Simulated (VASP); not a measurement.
# SnS2 (P-3m1) in VASP: single point with PBE0

Aim: the single point of SnS2 with PBE0.

Program: VASP 6.6.1. These are calculated values, not measurements. Logs are shortened: lines on timing, memory, paths and dates and some standing lists are left out, and cuts for length are marked.

## Step 1: The cell of the first run

It takes space group P-3m1 (No. 164, trigonal). Conventional cell: a = 3.661 Å, b = 3.661 Å, c = 5.962 Å, α = 90.00°, β = 90.00°, γ = 120.00°. Within 3.4 Å of Sn (site symmetry -3m) lie 6 S at 2.57 Å. Within 3.4 Å of S (site symmetry 3m) lie 3 Sn at 2.57 Å.

## Step 2: Single point, PBE0

File POSCAR:

```
SnS2
1.0
    3.6607574670      0.0000000000      0.0000000000
   -1.8303787335      3.1703089635      0.0000000000
    0.0000000000      0.0000000000      5.9618049232
Sn S
1 2
Direct
    0.0000000000      0.0000000000      0.0000000000
    0.3333333333      0.6666666667      0.2455903389
    0.6666666667      0.3333333333      0.7544096611
```

File INCAR.step1:

```
SYSTEM = SnS2
  PREC = Accurate
  ENCUT = 400
  EDIFF = 1E-5
  ISMEAR = 0
  SIGMA = 0.01
  LREAL = .False.
  LASPH = .True.
  NELM = 120
  ALGO = Normal
  ISIF = 2
  LWAVE = .True.
  LCHARG = .False.
  NBANDS = 20
  GGA = PE
  GGA_COMPAT = .False.
  KPAR = 4
```

File INCAR.step2:

```
SYSTEM = SnS2
  PREC = Accurate
  ENCUT = 400
  EDIFF = 1E-6
  ISMEAR = 0
  SIGMA = 0.01
  LREAL = .False.
  LASPH = .True.
  NELM = 120
  ALGO = Normal
  ISIF = 2
  LWAVE = .False.
  LCHARG = .False.
  GGA = PE
  LHFCALC = .True.
  AEXX = 0.25
  PRECFOCK = Normal
  NBANDS = 20
  ISTART = 1
  GGA_COMPAT = .False.
  KPAR = 4
```

File KPOINTS:

```
Automatic mesh
0
Gamma
  6 6 4
  0 0 0
```

Potentials or basis: VASP PAW PBE potentials, release 64 (Sn_d, S).

On the command line:

```console
$ cat potpaw_PBE.64/Sn_d/POTCAR potpaw_PBE.64/S/POTCAR > POTCAR
$ cp INCAR.step1 INCAR
$ mpirun -np 4 vasp_std > vasp.out
$ cp INCAR.step2 INCAR
$ mpirun -np 4 vasp_std > vasp.out
```

OUTCAR:

```text
SYSTEM = SnS2
   PREC = Accurate
   ENCUT = 400
   EDIFF = 1E-6
   ISMEAR = 0
   LREAL = .False.
   LASPH = .True.
   NELM = 120
   ISIF = 2
   GGA = PE
   LHFCALC = .True.
   AEXX = 0.25
   PRECFOCK = Normal
   ISTART = 1

 ion  position               nearest neighbor table
   1  0.000  0.000  0.000-   2 2.57   3 2.57   2 2.57   3 2.57   3 2.57   2 2.57
   2  0.333  0.667  0.246-   1 2.57   1 2.57   1 2.57
   3  0.667  0.333  0.754-   1 2.57   1 2.57   1 2.57

  LATTYP: Found a hexagonal cell.
 ALAT       =     3.6607574670
 C/A-ratio  =     1.6285714028

  Lattice vectors:

 A1 = (   3.6607574670,   0.0000000000,   0.0000000000)
 A2 = (  -1.8303787335,   3.1703089635,   0.0000000000)
 A3 = (   0.0000000000,   0.0000000000,   5.9618049232)

Analysis of symmetry for initial positions (statically):
=====================================================================
 Subroutine PRICEL returns:
 Original cell was already a primitive cell.

 Routine SETGRP: Setting up the symmetry group for a
 hexagonal supercell.

 Subroutine GETGRP returns: Found 12 space group operations
 (whereof 12 operations were pure point group operations)
 out of a pool of 24 trial point group operations.

The static configuration has the point symmetry D_3d.

Analysis of symmetry for dynamics (positions and initial velocities):
=====================================================================
 Subroutine PRICEL returns:
 Original cell was already a primitive cell.

 Routine SETGRP: Setting up the symmetry group for a
 hexagonal supercell.

 Subroutine GETGRP returns: Found 12 space group operations
 (whereof 12 operations were pure point group operations)
 out of a pool of 24 trial point group operations.

The dynamic configuration has the point symmetry D_3d.

 Subroutine INISYM returns: Found 12 space group operations
 (whereof 12 operations are pure point group operations),
 and found     1 'primitive' translations

----------------------------------------------------------------------------------------

                                     Primitive cell

  volume of cell :      69.1911

  direct lattice vectors                    reciprocal lattice vectors
     3.660757467  0.000000000  0.000000000     0.273167509  0.157713335  0.000000000
    -1.830378733  3.170308964  0.000000000     0.000000000  0.315426670  0.000000000
     0.000000000  0.000000000  5.961804923     0.000000000  0.000000000  0.167734438

  length of vectors
     3.660757467  3.660757467  5.961804923     0.315426670  0.315426670  0.167734438

  position of ions in fractional coordinates (direct lattice)
     0.000000000  0.000000000  0.000000000
     0.333333333  0.666666667  0.245590339
     0.666666667  0.333333333  0.754409661

  ion indices of the primitive-cell ions
   primitive index   ion index
                 1           1
                 2           2
                 3           3

----------------------------------------------------------------------------------------

 KPOINTS: Automatic mesh

Automatic generation of k-mesh.
 Grid dimensions read from file:
 generate k-points for:    6    6    4

 Generating k-lattice:

  Cartesian coordinates                     Fractional coordinates (reciprocal lattice)
     0.045527918  0.026285556  0.000000000     0.166666667  0.000000000  0.000000000
     0.000000000  0.052571112  0.000000000     0.000000000  0.166666667  0.000000000
     0.000000000  0.000000000  0.041933610     0.000000000  0.000000000  0.250000000

  Length of vectors
     0.052571112  0.052571112  0.041933610

  Shift w.r.t. Gamma in fractional coordinates (k-lattice)
     0.000000000  0.000000000  0.000000000

 Subroutine IBZKPT returns following result:
 ===========================================

 Found     24 irreducible k-points:

 Following reciprocal coordinates:
            Coordinates               Weight
  0.000000  0.000000  0.000000      1.000000
  0.166667  0.000000  0.000000      6.000000
  0.333333  0.000000  0.000000      6.000000
  0.500000  0.000000  0.000000      3.000000
  0.166667  0.166667  0.000000      6.000000
  0.333333  0.166667  0.000000     12.000000
[... 16 lines left out ...]
  0.333333  0.166667  0.500000     12.000000
  0.333333  0.333333  0.500000      2.000000
   k-points           NKPTS =     24   k-points in BZ     NKDIM =    144   number of bands    NBANDS=     20
   number of dos      NEDOS =    301   number of ions     NIONS =      3
   total plane-waves  NPLWV =  23040
   dimension x,y,z NGX =    24 NGY =   24 NGZ =   40
   dimension x,y,z NGXF=    48 NGYF=   48 NGZF=   80
   ions per type =               1   2
   NGX,Y,Z   is equivalent  to a cutoff of  10.90, 10.90, 11.15 a.u.
   NGXF,Y,Z  is equivalent  to a cutoff of  21.80, 21.80, 22.31 a.u.
 SYSTEM =  SnS2
   PREC   = accura    normal or accurate (medium, high low for compatibility)
   ISTART =      1    job   : 0-new  1-cont  2-samecut
   ICHARG =      0    charge: 1-file 2-atom 10-const
   ISPIN  =      1    spin polarized calculation?
   LNONCOLLINEAR =      F non collinear calculations
   LSORBIT =      F    spin-orbit coupling
   LASPH  =      T    aspherical Exc in radial PAW
   ENCUT  =  400.0 eV  29.40 Ry    5.42 a.u.   5.97  5.97  9.72*2*pi/ulx,y,z
   NELM   =    120;   NELMIN=  2; NELMDL=  0     # of ELM steps
   EDIFF  = 0.1E-05   stopping-criterion for ELM
   LREAL  =      F    real-space projection
   EDIFFG = 0.1E-04   stopping-criterion for IOM
   NSW    =      0    number of steps for IOM
   IBRION =     -1    ionic relax: 0-MD 1-quasi-New 2-CG
   NFREE  =      0    steps in history (QN), initial steepest desc. (CG)
   ISIF   =      2    stress and relaxation
   ISYM   =      3    0-nonsym 1-usesym 2-fastsym
   POTIM  = 0.5000    time-step for ionic-motion
   TEBEG  =    0.0;   TEEND  =   0.0 temperature during run
   PSTRESS=    0.0 pullay stress
   NELECT =      26.0000    total number of electrons
   NUPDOWN=      -1.0000    fix difference up-down
   EMIN   =  10.00;   EMAX   =-10.00  energy-range for DOS
   EFERMI =   0.00;   METHOD = LEGACY
   ISMEAR =     0;   SIGMA  =   0.01  broadening in eV -4-tet -1-fermi 0-gaus
   EFERMI_NEDOS =   21; number of points for ismear=-14 and -15
   IALGO  =     38    algorithm
   IMIX   =      1    mixing-type and parameters
     AMIX     =   0.40;   BMIX     =  1.00
     AMIX_MAG =   1.60;   BMIX_MAG =  1.00
  volume/ion in A,a.u.               =      23.06       155.64
  Fermi-wavevector in a.u.,A,eV,Ry     =   1.181361  2.232448 18.988468  1.395613
  Thomas-Fermi vector in A             =   2.317636
   LORBIT       =      0    0 simple, 1 ext, 2 COOP (PROOUT), +10 PAW based schemes
   GGA     = PE    functional components
   LHFCALC =     T    Hartree Fock is set to
   PRECFOCK=normal    Normal, Fast or Accurate (Low or Medium for compatibility)
   ENCUT4O =  -1.0   cutoff for four orbital integrals eV
   NKREDX  =     1    reduce k-point grid by
   NKREDY  =     1    reduce k-point grid by
   NKREDZ  =     1    reduce k-point grid by
   AEXX    =    0.2500 exact exchange contribution
   HFSCREEN=    0.0000 screening length (either q_TF or 0.3 A-1)
   HFSCREENC=   0.0000 screening length for correlation (either q_TF or 0.3 A-1)
   ENCUTFOCK=  -1.0 apply spherical cutoff to Coloumb kernel
   IVDW    =     0    specifies the selected vdW correction
   LEPSILON=     F    determine dielectric tensor
   LRPA    =     F    only Hartree local field effects (RPA)
 non-spin polarized calculation
 Gauss-broadening in eV      SIGMA  =   0.01
  energy-cutoff  :      400.00
  volume of cell :       69.19
 maximum number of plane-waves:      1272
  NGX = 18; NGY = 18; NGZ = 30

 number of electron      26.0000001 magnetization

 Free energy of the ion-electron system (eV)
  ---------------------------------------------------
  ext. energy  EPLUGINS =         0.00000000
  ---------------------------------------------------
  free energy    TOTEN  =       -17.75298471 eV

  energy without entropy =      -17.75298471  energy(sigma->0) =      -17.75298471

 E-fermi :   3.4460     XC(G=0):  -7.5107

 val. band max:        3.3904155241   @ k =   0.0000   0.0000   0.0000
 cond. band min:       6.5016539449   @ k =   0.5000   0.0000   0.2500
 fundamental gap:      3.1112384208
 Fermi energy:         3.4459913696

 k-point     1 :       0.0000    0.0000    0.0000
  band No.  band energies     occupation
      1     -19.4532      2.00000
      2     -19.4532      2.00000
      3     -19.3909      2.00000
      4     -19.3650      2.00000
      5     -19.3650      2.00000
      6     -11.6886      2.00000
[... 12 lines left out ...]
     19      14.9089      0.00000
     20      14.9089      0.00000

 k-point     2 :       0.1667    0.0000    0.0000
  band No.  band energies     occupation
      1     -19.4737      2.00000
      2     -19.4414      2.00000
      3     -19.3814      2.00000
      4     -19.3706      2.00000
      5     -19.3606      2.00000
      6     -11.3573      2.00000
[... 12 lines left out ...]
     19      14.3930      0.00000
     20      15.2343      0.00000

 k-point     3 :       0.3333    0.0000    0.0000
  band No.  band energies     occupation
      1     -19.5184      2.00000
      2     -19.4281      2.00000
      3     -19.3925      2.00000
      4     -19.3475      2.00000
      5     -19.3413      2.00000
      6     -10.4574      2.00000
[... 12 lines left out ...]
     19      14.7544      0.00000
     20      15.7074      0.00000

 k-point     4 :       0.5000    0.0000    0.0000
  band No.  band energies     occupation
      1     -19.5413      2.00000
      2     -19.4259      2.00000
      3     -19.3997      2.00000
      4     -19.3335      2.00000
      5     -19.3268      2.00000
      6      -9.6496      2.00000
[... 429 lines left out ...]
 k-point    23 :       0.3333    0.1667    0.5000
  band No.  band energies     occupation
      1     -19.5195      2.00000
      2     -19.4441      2.00000
      3     -19.3862      2.00000
      4     -19.3478      2.00000
      5     -19.3310      2.00000
      6      -9.6400      2.00000
[... 12 lines left out ...]
     19      14.6442      0.00000
     20      15.6357      0.00000

 k-point    24 :       0.3333    0.3333    0.5000
  band No.  band energies     occupation
      1     -19.4850      2.00000
      2     -19.4850      2.00000
      3     -19.3600      2.00000
      4     -19.3600      2.00000
      5     -19.3397      2.00000
      6      -9.0332      2.00000
[... 12 lines left out ...]
     19      14.9454      0.00000
     20      15.0175      0.00000

------------------------ aborting loop because EDIFF is reached ----------------------------------------

  FORCE on cell =-STRESS in cart. coord.  units (eV):
  Direction    XX          YY          ZZ          XY          YZ          ZX
  --------------------------------------------------------------------------------------
  -------------------------------------------------------------------------------------
  Total       -0.2107368     -0.2107368     -0.1861863      0.0000000     -0.0000000      0.0000000
  in kB       -4.8797854     -4.8797854     -4.3112964      0.0000000     -0.0000000      0.0000000
  external PRESSURE =      -4.6902891 kB  Pullay stress =       0.0000000 kB

 VOLUME and BASIS-vectors are now :
 -----------------------------------------------------------------------------
  energy-cutoff  :      400.00
  volume of cell :       69.19
      direct lattice vectors                 reciprocal lattice vectors
     3.660757467  0.000000000  0.000000000     0.273167509  0.157713335  0.000000000
    -1.830378733  3.170308964  0.000000000     0.000000000  0.315426670  0.000000000
     0.000000000  0.000000000  5.961804923     0.000000000  0.000000000  0.167734438

 POSITION                                       TOTAL-FORCE (eV/Angst)
 -----------------------------------------------------------------------------------
      0.00000      0.00000      0.00000        -0.000000      0.000000     -0.000000
     -0.00000      2.11354      1.46416         0.000000      0.000000     -0.290358
      1.83038      1.05677      4.49764        -0.000000      0.000000      0.290358
 -----------------------------------------------------------------------------------
    total drift:                                0.000000     -0.000000     -0.000000

  FREE ENERGIE OF THE ION-ELECTRON SYSTEM (eV)
  ---------------------------------------------------
  free  energy   TOTEN  =       -17.7529847120 eV

  energy  without entropy=      -17.7529847120  energy(sigma->0) =      -17.75298471
```

Run time: 16 min. Hardware: 4 MPI ranks of Intel Xeon Platinum 8259CL at 2.50GHz (Skylake/Cascade Lake), shared host; peak memory 0.18 GiB.

Results:

```yaml
Free_energy: -17.7530 eV
Pressure: -0.5 GPa
Largest_force: 0.290 eV/Å
Band_gap_on_the_k_mesh: 3.11 eV (least direct gap 3.48 eV)
```

Forces in eV/Å, atoms in the order of the input:
```
Sn   0.000  0.000  0.000
S    0.000  0.000 -0.290
S    0.000  0.000  0.290
```

Caveat: the PAW data sets were made with another functional, which shifts forces and pressure a little; spin-orbit coupling is left out, which moves the levels of the heavy elements; this functional lacks dispersion, which binds layers or chains, so the pressure and a relaxed spacing across them are unreliable. A k mesh can miss the band edges.
